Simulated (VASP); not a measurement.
KMgF3:

```
K Mg F
1.0
     4.00600    0.00000    0.00000
     0.00000    4.00600    0.00000
     0.00000    0.00000    4.00600
K Mg F
1 1 3
Direct
  0.50000 0.50000 0.50000
  0.00000 0.00000 0.00000
  0.50000 0.00000 0.00000
  0.00000 0.50000 0.00000
  0.00000 0.00000 0.50000
```

```yaml
Program: VASP 6.6.1
Task: relaxation of cell and atoms
Functional: LDA
Potentials_or_basis: VASP PAW LDA potentials, release 64 (K_sv, Mg_sv, F)
Cutoff: 840 eV
k_mesh: 6 × 6 × 6
Occupations: gaussian, width 0.01 eV
Spin: no spin polarisation
```

At the start: pressure -5.1 GPa; volume 12.86 Å³/atom.

Question: How do energy, volume and symmetry change on relaxing?

Answer: Over 3 steps the energy falls by 14.5 meV/atom and the volume is 12.01 Å³/atom (-6.6 %); space group Pm-3m (No. 221, to 0.1 Å) before and after.

Step by step:
| step | energy change (eV) | largest force (eV/Å) | pressure (GPa) | volume (Å³) |
| --- | --- | --- | --- | --- |
| 1 | 0.0000 | 0.0000 | -5.15 | 64.29 |
| 2 | -0.0714 | 0.0000 | -0.69 | 60.52 |
| 3 | -0.0724 | 0.0000 | -0.01 | 60.05 |

Final structure:
```yaml
crystal:
  lattice:
    - [3.91588, 0.00000, 0.00000]
    - [0.00000, 3.91588, 0.00000]
    - [0.00000, 0.00000, 3.91588]
  atoms:
    - { symbol: K, position: [0.50000, 0.50000, 0.50000] }
    - { symbol: Mg, position: [0.00000, 0.00000, 0.00000] }
    - { symbol: F, position: [0.50000, 0.00000, 0.00000] }
    - { symbol: F, position: [0.00000, 0.50000, 0.00000] }
    - { symbol: F, position: [0.00000, 0.00000, 0.50000] }
```
